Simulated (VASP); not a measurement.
Set up this calculation in VASP 6.6.1, as the native input.

| Property | Result |
| --- | --- |
| Task | single point |
| Functional | RPBE |
| Potentials or basis | VASP PAW PBE potentials, release 64 (Re) |
| Cutoff | 520 eV |
| k mesh | 11 × 11 × 6 |
| Occupations | fermi-dirac, width 0.05 eV |
| Spin | no spin polarisation |
| Dipole correction | no |
| Further INCAR settings | ALGO = Normal; EDIFF = 1e-06; NBANDS = 14 |

The structure of Re lies in POSCAR:

```
Re
1.0
    2.7844478740      0.0000000000      0.0000000000
   -1.3922239370      2.4114025944      0.0000000000
    0.0000000000      0.0000000000      4.5026325689
Re
2
Direct
    0.6666666667      0.3333333333      0.7500000000
    0.3333333333      0.6666666667      0.2500000000
```

The input as run:

INCAR

```
  PREC = Accurate
  ENCUT = 520
  EDIFF = 1E-6
  ISMEAR = -1
  SIGMA = 0.05
  LREAL = False
  LASPH = True
  NELM = 100
  ALGO = Normal
  ISIF = 2
  LWAVE = False
  LCHARG = False
  GGA = RP
  NBANDS = 14
```

KPOINTS

```
regular mesh
0
Gamma
  11 11 6
```

Potentials or basis: VASP PAW PBE potentials, release 64 (Re).

Command:

```bash
$ cat potpaw_PBE.64/Re/POTCAR > POTCAR
$ mpirun -np 1 vasp_std > vasp.out
```

It gave:

```json
{
  "Pressure": "-0.8 GPa",
  "Band gap on the k mesh": "zero (bands 7 and 8 overlap by 2.89 eV)"
}
```

Caveat: the PAW data sets were made with another functional, which shifts forces and pressure a little; spin-orbit coupling is left out, which moves the levels of the heavy elements.

It took 41 s on 1 thread of Intel Xeon 8259CL, with other jobs on the host, peak memory 0.17 GiB.
